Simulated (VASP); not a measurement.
# Sn3S5 (Pmmm) in VASP: single point with PBE

Aim: the single point of Sn3S5 with PBE.

All numbers are computed with VASP 6.6.1; they aren't measurements. Logs are shortened: lines on timing, memory, paths and dates and some standing lists are left out, and cuts for length are marked.

### Step 1. The cell of the first run

The structure is orthorhombic, space group Pmmm (No. 47). The conventional cell has a = 3.700 Å, b = 3.777 Å, c = 13.394 Å, α = 90.00°, β = 90.00°, γ = 90.00°. Sn (site symmetry mm2) has 8 S at 2.83 to 3.22 Å and 2 Sn at 3.70 Å within 3.7 Å. Sn (site symmetry mmm) has 4 S at 2.64 Å within 3.5 Å. Within 3.5 Å of S (site symmetry mmm) lie 4 Sn at 2.64 Å. Within 3.5 Å of S (site symmetry mmm) lie 4 S at 2.64 Å and 4 Sn at 3.19 Å. S (site symmetry mmm) has 4 S at 2.64 Å and 4 Sn at 3.22 Å within 3.5 Å. S (site symmetry mm2) has 6 Sn at 2.83 to 3.61 Å and 4 S at 3.63 to 3.70 Å within 3.7 Å.

### Step 2. Single point, PBE

Contents of INCAR:

```
SYSTEM = Sn3S5
PREC = Accurate
ENCUT = 520
EDIFF = 1E-6
ISMEAR = 0
SIGMA = 0.2
LREAL = .False.
LASPH = .True.
NELM = 60
ALGO = Normal
ISIF = 2
LWAVE = .False.
LCHARG = .True.
GGA = PE
LELF = .True.
LVHAR = .True.
NBANDS = 46
```

Contents of KPOINTS:

```
Automatic mesh
0
Gamma
  4 4 2
  0 0 0
```

Contents of POSCAR:

```
Sn3S5
1.0
    3.7768234440      0.0000000000      0.0000000000
    0.0000000000      3.6996535107      0.0000000000
    0.0000000000      0.0000000000     13.3937509828
Sn S
3 5
Direct
    0.0000000000      0.5000000000      0.8055511171
    0.0000000000      0.5000000000      0.1944488829
    0.5000000000      0.5000000000      0.5000000000
    0.0000000000      0.0000000000      0.5000000000
    0.0000000000      0.0000000000      0.0000000000
    0.5000000000      0.5000000000      0.0000000000
    0.5000000000      0.0000000000      0.7311570350
    0.5000000000      0.0000000000      0.2688429650
```

Potentials or basis: VASP PAW PBE potentials, release 64 (Sn_d, S).

On the command line:

```
cat potpaw_PBE.64/Sn_d/POTCAR potpaw_PBE.64/S/POTCAR > POTCAR
mpirun -np 1 vasp_std > vasp.out
```

OUTCAR:

```text
SYSTEM = Sn3S5
   PREC = Accurate
   ENCUT = 520
   EDIFF = 1E-6
   ISMEAR = 0
   LREAL = .False.
   LASPH = .True.
   NELM = 60
   ISIF = 2
   GGA = PE

 ion  position               nearest neighbor table
   1  0.000  0.500  0.806-   7 2.83   7 2.83   7 2.83   7 2.83   5 3.19   5 3.19   6 3.22   6 3.22

   2  0.000  0.500  0.194-   8 2.83   8 2.83   8 2.83   8 2.83   5 3.19   5 3.19   6 3.22   6 3.22

   3  0.500  0.500  0.500-   4 2.64   4 2.64   4 2.64   4 2.64
   4  0.000  0.000  0.500-   3 2.64   3 2.64   3 2.64   3 2.64
   5  0.000  0.000  0.000-   6 2.64   6 2.64   6 2.64   6 2.64   2 3.19   2 3.19   1 3.19   1 3.19

   6  0.500  0.500  0.000-   5 2.64   5 2.64   5 2.64   5 2.64   1 3.22   2 3.22   1 3.22   2 3.22

   7  0.500  0.000  0.731-   1 2.83   1 2.83   1 2.83   1 2.83
   8  0.500  0.000  0.269-   2 2.83   2 2.83   2 2.83   2 2.83

  LATTYP: Found a simple orthorhombic cell.
 ALAT       =     3.6996535107
 B/A-ratio  =     1.0208586921
 C/A-ratio  =     3.6202717211

  Lattice vectors:

 A1 = (   0.0000000000,  -3.6996535107,   0.0000000000)
 A2 = (   3.7768234440,   0.0000000000,   0.0000000000)
 A3 = (   0.0000000000,   0.0000000000,  13.3937509828)

Analysis of symmetry for initial positions (statically):
=====================================================================
 Subroutine PRICEL returns:
 Original cell was already a primitive cell.

 Routine SETGRP: Setting up the symmetry group for a
 simple orthorhombic supercell.

 Subroutine GETGRP returns: Found  8 space group operations
 (whereof  8 operations were pure point group operations)
 out of a pool of  8 trial point group operations.

The static configuration has the point symmetry D_2h.

Analysis of symmetry for dynamics (positions and initial velocities):
=====================================================================
 Subroutine PRICEL returns:
 Original cell was already a primitive cell.

 Routine SETGRP: Setting up the symmetry group for a
 simple orthorhombic supercell.

 Subroutine GETGRP returns: Found  8 space group operations
 (whereof  8 operations were pure point group operations)
 out of a pool of  8 trial point group operations.

The dynamic configuration has the point symmetry D_2h.

 Subroutine INISYM returns: Found  8 space group operations
 (whereof  8 operations are pure point group operations),
 and found     1 'primitive' translations

----------------------------------------------------------------------------------------

                                     Primitive cell

  volume of cell :     187.1501

  direct lattice vectors                    reciprocal lattice vectors
     3.776823444  0.000000000  0.000000000     0.264772769  0.000000000  0.000000000
     0.000000000  3.699653511  0.000000000     0.000000000  0.270295582  0.000000000
     0.000000000  0.000000000 13.393750983     0.000000000  0.000000000  0.074661684

  length of vectors
     3.776823444  3.699653511 13.393750983     0.264772769  0.270295582  0.074661684

  position of ions in fractional coordinates (direct lattice)
     0.000000000  0.500000000  0.805551117
     0.000000000  0.500000000  0.194448883
     0.500000000  0.500000000  0.500000000
     0.000000000  0.000000000  0.500000000
     0.000000000  0.000000000  0.000000000
     0.500000000  0.500000000  0.000000000
     0.500000000  0.000000000  0.731157035
     0.500000000  0.000000000  0.268842965

  ion indices of the primitive-cell ions
   primitive index   ion index
                 1           1
                 2           2
                 3           3
                 4           4
                 5           5
                 6           6
                 7           7
                 8           8

----------------------------------------------------------------------------------------

 KPOINTS: Automatic mesh

Automatic generation of k-mesh.
 Grid dimensions read from file:
 generate k-points for:    4    4    2

 Generating k-lattice:

  Cartesian coordinates                     Fractional coordinates (reciprocal lattice)
     0.066193192  0.000000000  0.000000000     0.250000000  0.000000000  0.000000000
     0.000000000  0.067573896  0.000000000     0.000000000  0.250000000  0.000000000
     0.000000000  0.000000000  0.037330842     0.000000000  0.000000000  0.500000000

  Length of vectors
     0.066193192  0.067573896  0.037330842

  Shift w.r.t. Gamma in fractional coordinates (k-lattice)
     0.000000000  0.000000000  0.000000000

 Subroutine IBZKPT returns following result:
 ===========================================

 Found     18 irreducible k-points:

 Following reciprocal coordinates:
            Coordinates               Weight
  0.000000  0.000000  0.000000      1.000000
  0.250000  0.000000  0.000000      2.000000
  0.500000  0.000000  0.000000      1.000000
  0.000000  0.250000  0.000000      2.000000
  0.250000  0.250000  0.000000      4.000000
  0.500000  0.250000  0.000000      2.000000
[... 10 lines left out ...]
  0.250000  0.500000  0.500000      2.000000
  0.500000  0.500000  0.500000      1.000000
   k-points           NKPTS =     18   k-points in BZ     NKDIM =     18   number of bands    NBANDS=     46
   number of dos      NEDOS =    301   number of ions     NIONS =      8
   total plane-waves  NPLWV =  78400
   dimension x,y,z NGX =    28 NGY =   28 NGZ =  100
   dimension x,y,z NGXF=    56 NGYF=   56 NGZF=  200
   ions per type =               3   5
   NGX,Y,Z   is equivalent  to a cutoff of  12.32, 12.58, 12.41 a.u.
   NGXF,Y,Z  is equivalent  to a cutoff of  24.65, 25.16, 24.82 a.u.
 SYSTEM =  Sn3S5
   PREC   = accura    normal or accurate (medium, high low for compatibility)
   ISTART =      0    job   : 0-new  1-cont  2-samecut
   ICHARG =      2    charge: 1-file 2-atom 10-const
   ISPIN  =      1    spin polarized calculation?
   LNONCOLLINEAR =      F non collinear calculations
   LSORBIT =      F    spin-orbit coupling
   LASPH  =      T    aspherical Exc in radial PAW
   ENCUT  =  520.0 eV  38.22 Ry    6.18 a.u.   7.02  6.88 24.90*2*pi/ulx,y,z
   NELM   =     60;   NELMIN=  2; NELMDL= -5     # of ELM steps
   EDIFF  = 0.1E-05   stopping-criterion for ELM
   LREAL  =      F    real-space projection
   EDIFFG = 0.1E-04   stopping-criterion for IOM
   NSW    =      0    number of steps for IOM
   IBRION =     -1    ionic relax: 0-MD 1-quasi-New 2-CG
   NFREE  =      0    steps in history (QN), initial steepest desc. (CG)
   ISIF   =      2    stress and relaxation
   ISYM   =      2    0-nonsym 1-usesym 2-fastsym
   POTIM  = 0.5000    time-step for ionic-motion
   TEBEG  =    0.0;   TEEND  =   0.0 temperature during run
   PSTRESS=    0.0 pullay stress
   NELECT =      72.0000    total number of electrons
   NUPDOWN=      -1.0000    fix difference up-down
   EMIN   =  10.00;   EMAX   =-10.00  energy-range for DOS
   EFERMI =   0.00;   METHOD = LEGACY
   ISMEAR =     0;   SIGMA  =   0.20  broadening in eV -4-tet -1-fermi 0-gaus
   EFERMI_NEDOS =   21; number of points for ismear=-14 and -15
   IALGO  =     38    algorithm
   IMIX   =      4    mixing-type and parameters
     AMIX     =   0.40;   BMIX     =  1.00
     AMIX_MAG =   1.60;   BMIX_MAG =  1.00
  volume/ion in A,a.u.               =      23.39       157.87
  Fermi-wavevector in a.u.,A,eV,Ry     =   1.190663  2.250028 19.288699  1.417679
  Thomas-Fermi vector in A             =   2.326743
   LORBIT       =      0    0 simple, 1 ext, 2 COOP (PROOUT), +10 PAW based schemes
   GGA     = PE    functional components
   LHFCALC =     F    Hartree Fock is set to
   AEXX    =    0.0000 exact exchange contribution
   IVDW    =     0    specifies the selected vdW correction
   LEPSILON=     F    determine dielectric tensor
   LRPA    =     F    only Hartree local field effects (RPA)
 non-spin polarized calculation
 Gauss-broadening in eV      SIGMA  =   0.20
  energy-cutoff  :      520.00
  volume of cell :      187.15
 maximum number of plane-waves:      5066
   NGX = 15   NGY = 13   NGZ = 49

 number of electron      72.0000036 magnetization

 Free energy of the ion-electron system (eV)
  ---------------------------------------------------
  ext. energy  EPLUGINS =         0.00000000
  ---------------------------------------------------
  free energy    TOTEN  =       -32.51494320 eV

  energy without entropy =      -32.44605521  energy(sigma->0) =      -32.48049921

 E-fermi :   5.7844     XC(G=0):  -9.7709

 val. band max:        5.7384292601   @ k =   0.2500   0.2500   0.0000
 cond. band min:       5.8852345054   @ k =   0.0000   0.2500   0.5000
 fundamental gap:      0.1468052452
 Fermi energy:         5.7844413944

 k-point     1 :       0.0000    0.0000    0.0000
  band No.  band energies     occupation
      1     -15.8672      2.00000
      2     -15.7667      2.00000
      3     -15.7578      2.00000
      4     -15.7208      2.00000
      5     -15.6902      2.00000
      6     -15.6814      2.00000
[... 38 lines left out ...]
     45      10.6290      0.00000
     46      11.0209      0.00000

 k-point     2 :       0.2500    0.0000    0.0000
  band No.  band energies     occupation
      1     -15.8512      2.00000
      2     -15.7747      2.00000
      3     -15.7569      2.00000
      4     -15.7054      2.00000
      5     -15.6997      2.00000
      6     -15.6743      2.00000
[... 38 lines left out ...]
     45      10.2496      0.00000
     46      10.8010      0.00000

 k-point     3 :       0.5000    0.0000    0.0000
  band No.  band energies     occupation
      1     -15.8376      2.00000
      2     -15.7827      2.00000
      3     -15.7561      2.00000
      4     -15.7206      2.00000
      5     -15.6763      2.00000
      6     -15.6688      2.00000
[... 724 lines left out ...]
     45      10.6615      0.00000
     46      10.8522      0.00000

 k-point    18 :       0.5000    0.5000    0.5000
  band No.  band energies     occupation
      1     -15.8085      2.00000
      2     -15.7955      2.00000
      3     -15.7795      2.00000
      4     -15.7747      2.00000
      5     -15.6464      2.00000
      6     -15.6460      2.00000
[... 38 lines left out ...]
     45      10.0480      0.00000
     46      10.7286      0.00000

------------------------ aborting loop because EDIFF is reached ----------------------------------------

  FORCE on cell =-STRESS in cart. coord.  units (eV):
  Direction    XX          YY          ZZ          XY          YZ          ZX
  --------------------------------------------------------------------------------------
  -------------------------------------------------------------------------------------
  Total        0.2441230     -0.1738836      0.3551896     -0.0000000      0.0000000      0.0000000
  in kB        2.0899184     -1.4886041      3.0407510     -0.0000000      0.0000000      0.0000000
  external PRESSURE =       1.2140218 kB  Pullay stress =       0.0000000 kB

 VOLUME and BASIS-vectors are now :
 -----------------------------------------------------------------------------
  energy-cutoff  :      520.00
  volume of cell :      187.15
      direct lattice vectors                 reciprocal lattice vectors
     3.776823444  0.000000000  0.000000000     0.264772769  0.000000000  0.000000000
     0.000000000  3.699653511  0.000000000     0.000000000  0.270295582  0.000000000
     0.000000000  0.000000000 13.393750983     0.000000000  0.000000000  0.074661684

 POSITION                                       TOTAL-FORCE (eV/Angst)
 -----------------------------------------------------------------------------------
      0.00000      1.84983     10.78935         0.000000      0.000000     -0.023579
      0.00000      1.84983      2.60440         0.000000      0.000000      0.023579
      1.88841      1.84983      6.69688         0.000000      0.000000     -0.000000
      0.00000      0.00000      6.69688         0.000000      0.000000     -0.000000
      0.00000      0.00000      0.00000         0.000000      0.000000     -0.000000
      1.88841      1.84983      0.00000         0.000000      0.000000     -0.000000
      1.88841      0.00000      9.79294         0.000000      0.000000      0.045843
      1.88841      0.00000      3.60082         0.000000      0.000000     -0.045843
 -----------------------------------------------------------------------------------
    total drift:                                0.000000      0.000000      0.000000

  FREE ENERGIE OF THE ION-ELECTRON SYSTEM (eV)
  ---------------------------------------------------
  free  energy   TOTEN  =       -32.5149432043 eV

  energy  without entropy=      -32.4460552061  energy(sigma->0) =      -32.48049921
```

Wall time 65 s (1 thread of Intel Xeon 6975P-C (Granite Rapids), shared host); peak memory 0.31 GiB.

What came out:

```yaml
Free_energy: -32.5149 eV
Pressure: 0.1 GPa
Largest_force: 0.046 eV/Å
Band_gap_on_the_k_mesh: zero (band 36 reaches 5.97 eV, above the bottom of band 37 at 5.48 eV)
```

Forces on the atoms (eV/Å):
```
Sn   0.000  0.000 -0.024
Sn   0.000  0.000  0.024
Sn   0.000  0.000  0.000
S    0.000  0.000  0.000
S    0.000  0.000  0.000
S    0.000  0.000  0.000
S    0.000  0.000  0.046
S    0.000  0.000 -0.046
```

Stress tensor (GPa, compression positive):
```
 0.21  0.00  0.00
 0.00 -0.15  0.00
 0.00  0.00  0.30
```

Caveat: the k points lie up to 0.42 Å⁻¹ apart; spin-orbit coupling is left out, which moves the levels of the heavy elements.
